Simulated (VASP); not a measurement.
# Mg (P6_3/mmc) in VASP: further runs, part 2 of 2

VASP 6.6.1.

## Step 3: Relaxation of cell and atoms, LDA

This run uses another cell than the first one, of 22.40 Å³/atom, 1.037 times its volume.

Input file INCAR:

```
SYSTEM = Mg
  PREC = Accurate
  ENCUT = 600
  EDIFF = 1E-7
  ISMEAR = 0
  SIGMA = 0.1
  LREAL = .False.
  LASPH = .True.
  NELM = 100
  ALGO = Normal
  ISIF = 3
  LWAVE = .False.
  LCHARG = .False.
  GGA = CA
  IBRION = 2
  NSW = 100
  EDIFFG = -0.005
```

Input file KPOINTS:

```
Automatic mesh
0
Gamma
  18 18 8
  0 0 0
```

Input file POSCAR:

```
Mg
1.0
    3.1720232900      0.0000000000      0.0000000000
   -1.5860116400      2.7470527500      0.0000000000
    0.0000000000      0.0000000000      5.1412049000
Mg
2
Direct
    0.3333333300      0.6666666700      0.2500000000
    0.6666666700      0.3333333300      0.7500000000
```

Potentials or basis: VASP PAW LDA potentials, release 64 (Mg).

Command:

```
> cat potpaw_LDA.64/Mg/POTCAR > POTCAR
> mpirun -np 1 vasp_std > vasp.out
```

OUTCAR:

```text
SYSTEM = Mg
   PREC = Accurate
   ENCUT = 600
   EDIFF = 1E-7
   ISMEAR = 0
   LREAL = .False.
   LASPH = .True.
   NELM = 100
   ISIF = 3
   GGA = CA
   IBRION = 2
   NSW = 100
   EDIFFG = -0.005

 ion  position               nearest neighbor table
   1  0.333  0.667  0.250-   2 3.16   2 3.16   2 3.16   2 3.16   2 3.16   2 3.16
   2  0.667  0.333  0.750-   1 3.16   1 3.16   1 3.16   1 3.16   1 3.16   1 3.16

  LATTYP: Found a hexagonal cell.
 ALAT       =     3.1720232900
 C/A-ratio  =     1.6207967061

  Lattice vectors:

 A1 = (   3.1720232900,   0.0000000000,   0.0000000000)
 A2 = (  -1.5860116400,   2.7470527500,   0.0000000000)
 A3 = (   0.0000000000,   0.0000000000,   5.1412049000)

Analysis of symmetry for initial positions (statically):
=====================================================================
 Subroutine PRICEL returns:
 Original cell was already a primitive cell.

 Routine SETGRP: Setting up the symmetry group for a
 hexagonal supercell.

 Subroutine GETGRP returns: Found 24 space group operations
 (whereof 12 operations were pure point group operations)
 out of a pool of 24 trial point group operations.

The static configuration has the point symmetry D_3d.
 The point group associated with its full space group is D_6h.

Analysis of symmetry for dynamics (positions and initial velocities):
=====================================================================
 Subroutine PRICEL returns:
 Original cell was already a primitive cell.

 Routine SETGRP: Setting up the symmetry group for a
 hexagonal supercell.

 Subroutine GETGRP returns: Found 24 space group operations
 (whereof 12 operations were pure point group operations)
 out of a pool of 24 trial point group operations.

The dynamic configuration has the point symmetry D_3d.
 The point group associated with its full space group is D_6h.

 Subroutine INISYM returns: Found 24 space group operations
 (whereof 12 operations are pure point group operations),
 and found     1 'primitive' translations

----------------------------------------------------------------------------------------

                                     Primitive cell

  volume of cell :      44.7990

  direct lattice vectors                    reciprocal lattice vectors
     3.172023290  0.000000000  0.000000000     0.315256197  0.182013250  0.000000000
    -1.586011640  2.747052750  0.000000000     0.000000000  0.364026501  0.000000000
     0.000000000  0.000000000  5.141204900     0.000000000  0.000000000  0.194506934

  length of vectors
     3.172023290  3.172023287  5.141204900     0.364026500  0.364026501  0.194506934

  position of ions in fractional coordinates (direct lattice)
     0.333333330  0.666666670  0.250000000
     0.666666670  0.333333330  0.750000000

  ion indices of the primitive-cell ions
   primitive index   ion index
                 1           1
                 2           2

----------------------------------------------------------------------------------------

[... 29 lines left out ...]
  0.166667  0.000000  0.000000      6.000000
  0.222222  0.000000  0.000000      6.000000
  0.277778  0.000000  0.000000      6.000000
[... 16 lines left out ...]
  0.333333  0.111111  0.000000     12.000000
  0.388889  0.111111  0.000000     12.000000
 [... further k-points ...]
   k-points           NKPTS =    185   k-points in BZ     NKDIM =    185   number of bands    NBANDS=      6
   number of dos      NEDOS =    301   number of ions     NIONS =      2
   total plane-waves  NPLWV =  32928
   dimension x,y,z NGX =    28 NGY =   28 NGZ =   42
   dimension x,y,z NGXF=    56 NGYF=   56 NGZF=   84
   ions per type =               2
   NGX,Y,Z   is equivalent  to a cutoff of  14.67, 14.67, 13.58 a.u.
   NGXF,Y,Z  is equivalent  to a cutoff of  29.35, 29.35, 27.16 a.u.
 SYSTEM =  Mg
   PREC   = accura    normal or accurate (medium, high low for compatibility)
   ISTART =      0    job   : 0-new  1-cont  2-samecut
   ICHARG =      2    charge: 1-file 2-atom 10-const
   ISPIN  =      1    spin polarized calculation?
   LNONCOLLINEAR =      F non collinear calculations
   LSORBIT =      F    spin-orbit coupling
   LASPH  =      T    aspherical Exc in radial PAW
   ENCUT  =  600.0 eV  44.10 Ry    6.64 a.u.   6.34  6.34 10.27*2*pi/ulx,y,z
   NELM   =    100;   NELMIN=  2; NELMDL= -5     # of ELM steps
   EDIFF  = 0.1E-06   stopping-criterion for ELM
   LREAL  =      F    real-space projection
   EDIFFG = -.5E-02   stopping-criterion for IOM
   NSW    =    100    number of steps for IOM
   IBRION =      2    ionic relax: 0-MD 1-quasi-New 2-CG
   NFREE  =      1    steps in history (QN), initial steepest desc. (CG)
   ISIF   =      3    stress and relaxation
   ISYM   =      2    0-nonsym 1-usesym 2-fastsym
   POTIM  = 0.5000    time-step for ionic-motion
   TEBEG  =    0.0;   TEEND  =   0.0 temperature during run
   PSTRESS=    0.0 pullay stress
   NELECT =       4.0000    total number of electrons
   NUPDOWN=      -1.0000    fix difference up-down
   EMIN   =  10.00;   EMAX   =-10.00  energy-range for DOS
   EFERMI =   0.00;   METHOD = LEGACY
   ISMEAR =     0;   SIGMA  =   0.10  broadening in eV -4-tet -1-fermi 0-gaus
   EFERMI_NEDOS =   21; number of points for ismear=-14 and -15
   IALGO  =     38    algorithm
   IMIX   =      4    mixing-type and parameters
     AMIX     =   0.40;   BMIX     =  1.00
     AMIX_MAG =   1.60;   BMIX_MAG =  1.00
  volume/ion in A,a.u.               =      22.40       151.16
  Fermi-wavevector in a.u.,A,eV,Ry     =   0.731710  1.382731  7.284544  0.535399
  Thomas-Fermi vector in A             =   1.823993
   LORBIT       =      0    0 simple, 1 ext, 2 COOP (PROOUT), +10 PAW based schemes
   GGA     = CA    functional components
   LHFCALC =     F    Hartree Fock is set to
   AEXX    =    0.0000 exact exchange contribution
   IVDW    =     0    specifies the selected vdW correction
   LEPSILON=     F    determine dielectric tensor
   LRPA    =     F    only Hartree local field effects (RPA)
 conjugate gradient relaxation of ions
 non-spin polarized calculation
 Gauss-broadening in eV      SIGMA  =   0.10
  energy-cutoff  :      600.00
  volume of cell :       44.80
 maximum number of plane-waves:      1520
 NGX is ok and might be reduce to    28
   NGX = 13   NGY = 13   NGZ = 21

--------------------------------------- Ionic step        1  -------------------------------------------

 number of electron       4.0000000 magnetization

 Free energy of the ion-electron system (eV)
  ---------------------------------------------------
  ext. energy  EPLUGINS =         0.00000000
  ---------------------------------------------------
  free energy    TOTEN  =        -3.61329946 eV

  energy without entropy =       -3.60846230  energy(sigma->0) =       -3.61088088

------------------------ aborting loop because EDIFF is reached ----------------------------------------

  FORCE on cell =-STRESS in cart. coord.  units (eV):
  Direction    XX          YY          ZZ          XY          YZ          ZX
  --------------------------------------------------------------------------------------
  -------------------------------------------------------------------------------------
  Total       -0.4205743     -0.4205743     -0.5558997     -0.0000000     -0.0000000      0.0000000
  in kB      -15.0412898    -15.0412898    -19.8810253     -0.0000000     -0.0000000      0.0000000
  external PRESSURE =     -16.6545350 kB  Pullay stress =       0.0000000 kB
[... 203 lines left out ...]
--------------------------------------- Ionic step        7  -------------------------------------------

 number of electron       4.0000000 magnetization

 Free energy of the ion-electron system (eV)
  ---------------------------------------------------
  ext. energy  EPLUGINS =         0.00000000
  ---------------------------------------------------
  free energy    TOTEN  =        -3.62437189 eV

  energy without entropy =       -3.62006893  energy(sigma->0) =       -3.62222041

 E-fermi :   2.8499     XC(G=0):  -8.9077

 val. band max:        2.8282103067   @ k =   0.3889   0.0000   0.0000
 cond. band min:       2.8517239714   @ k =   0.3889   0.1111   0.3750
 fundamental gap:      0.0235136647
 Fermi energy:         2.8498508865

 k-point     1 :       0.0000    0.0000    0.0000
  band No.  band energies     occupation
      1      -4.3831      2.00000
      2       1.1446      2.00000
      3       1.6896      2.00000
      4      14.0081      0.00000
      5      14.0081      0.00000
      6      14.1653      0.00000
[... 199 lines left out ...]
 k-point    24 :       0.3889    0.1111    0.0000
  band No.  band energies     occupation
      1      -0.2559      2.00000
      2       1.8613      2.00000
      3       4.9686      0.00000
      4       5.6582      0.00000
      5       6.9572      0.00000
      6       7.0698      0.00000

 [... further k-points ...]
[... 5 lines left out ...]
  --------------------------------------------------------------------------------------
  -------------------------------------------------------------------------------------
  Total        0.0085669      0.0085669      0.0092463      0.0000000      0.0000000      0.0000000
  in kB        0.3205893      0.3205893      0.3460162      0.0000000      0.0000000      0.0000000
  external PRESSURE =       0.3290650 kB  Pullay stress =       0.0000000 kB
[... 17 lines left out ...]
  FREE ENERGIE OF THE ION-ELECTRON SYSTEM (eV)
  ---------------------------------------------------
  free  energy   TOTEN  =        -3.6243718936 eV

  energy  without entropy=       -3.6200689280  energy(sigma->0) =       -3.62222041

 reached required accuracy - stopping structural energy minimisation
```

CONTCAR:

```text
Mg
   1.00000000000000
     3.1358001932071766   -0.0000000000665641    0.0000000000000000
    -1.5679000917183326    2.7156826280254309   -0.0000000000000000
    -0.0000000000000000   -0.0000000000000000    5.0275489396777058
  Mg
     2
Direct
     0.3333333300000021    0.6666666699999979    0.2500000000000000
     0.6666666699999979    0.3333333300000021    0.7500000000000000

  0.00000000E+00  0.00000000E+00  0.00000000E+00
  0.00000000E+00  0.00000000E+00  0.00000000E+00
```

Wall time 1.7 min (1 thread of Intel Xeon Platinum 8259CL at 2.50GHz (Skylake/Cascade Lake), shared host); peak memory 0.21 GiB.

What came out:

```
Free energy                            : -3.6244 eV
Relaxed volume                         : 21.41 Å³/atom
Relaxed cell                           : a = 3.136 Å, b = 3.136 Å, c = 5.028 Å, α = 90.00°, β = 90.00°, γ = 120.00°
Space group after relaxing (to 0.05 Å) : P6_3/mmc (No. 194)
Energy gained by relaxing              : 5.5 meV/atom
Ionic steps                            : 7
Pressure after relaxing                : 0.0 GPa
Band gap on the k mesh                 : zero (band 2 reaches 3.89 eV, above the bottom of band 3 at 1.69 eV)
```

Step by step:
| step | energy change (eV) | largest force (eV/Å) | pressure (GPa) | volume (Å³) |
| --- | --- | --- | --- | --- |
| 1 | 0.0000 | 0.0000 | -1.67 | 44.80 |
| 2 | -0.0102 | 0.0000 | -0.43 | 43.31 |
| 3 | -0.0109 | 0.0000 | 0.01 | 42.84 |
| 4 | -0.0109 | 0.0000 | 0.04 | 42.80 |
| 5 | -0.0110 | 0.0000 | 0.04 | 42.80 |
| 6 | -0.0111 | 0.0000 | 0.03 | 42.81 |
| 7 | -0.0111 | 0.0000 | 0.03 | 42.81 |

Final structure:
```yaml
crystal:
  lattice:
    - [3.13580, 0.00000, 0.00000]
    - [-1.56790, 2.71568, 0.00000]
    - [0.00000, 0.00000, 5.02755]
  atoms:
    - { symbol: Mg, position: [0.33333, 0.66667, 0.25000] }
    - { symbol: Mg, position: [0.66667, 0.33333, 0.75000] }
```

## Step 4: Single point, LDA

This run uses another cell than the first one, of 22.40 Å³/atom, 1.037 times its volume.

Input file INCAR:

```
SYSTEM = Mg
PREC = Accurate ; ENCUT = 520
EDIFF = 1E-7 ; ISMEAR = 0
SIGMA = 0.1 ; LREAL = .False.
LASPH = .True. ; NELM = 100
ALGO = Normal ; ISIF = 2
LWAVE = .False. ; LCHARG = .False.
GGA = CA ; NBANDS = 9
```

Input file KPOINTS:

```
Automatic mesh
0
Gamma
  6 6 4
  0 0 0
```

POSCAR is that of step 3.

Command:

```
> cat potpaw_LDA.64/Mg/POTCAR > POTCAR
> mpirun -np 1 vasp_std > vasp.out
```

Run time: 5 s. Hardware: 1 thread of Intel Xeon Platinum 8259CL at 2.50GHz (Skylake/Cascade Lake), shared host; peak memory 0.13 GiB.

It converged, with:

```
Free energy            : -3.5470 eV
Pressure               : -1.6 GPa
Band gap on the k mesh : zero (band 2 reaches 2.94 eV, above the bottom of band 3 at 1.34 eV)
```

Stress tensor (GPa, compression positive):
```
-1.64  0.00  0.00
 0.00 -1.64  0.00
 0.00  0.00 -1.56
```

Levels at points of the mesh, in eV from the Fermi level:
```tsv
k point	band 1	band 2	band 3	band 4	band 5	band 6	band 7
(0.00, 0.00, 0.00)	-6.88	-1.54	-1.12	11.16	11.16	11.25	11.25
(0.50, 0.00, 0.00)	-2.03	-2.02	2.84	3.22	3.46	3.88	7.06
(0.00, 0.00, 0.50)	-5.47	-5.47	5.25	5.25	11.91	11.91	11.91
(0.50, 0.00, 0.50)	-0.96	-0.96	-0.32	-0.32	8.25	8.25	8.27
```

Caveat: the k points lie up to 0.38 Å⁻¹ apart.

## Step 5: Summary

| task | cell | k mesh | cutoff (eV) | gap on the mesh (eV) | pressure (GPa) |
| --- | --- | --- | --- | --- | --- |
| single point | a = 3.145, b = 3.145, c = 5.043 Å, angles 90.0, 90.0, 120.0°, 2 atoms | 18 × 18 × 8 | 520 | none | -0.3 |
| relaxation of cell and atoms | relaxed from a = 3.172, b = 3.172, c = 5.141 Å, angles 90.0, 90.0, 120.0°, 2 atoms | 18 × 18 × 8 | 600 | none | 0.0 |
| single point | a = 3.172, b = 3.172, c = 5.141 Å, angles 90.0, 90.0, 120.0°, 2 atoms | 6 × 6 × 4 | 520 | none | -1.6 |

Alike in all rows: level LDA; potentials or basis VASP PAW LDA potentials, release 64 (Mg); no spin polarisation; smearing gaussian 0.1 eV.

Caveats: some runs use coarse meshes.

Total energies depend on the potentials used, so only differences within one code and one set of settings carry meaning.
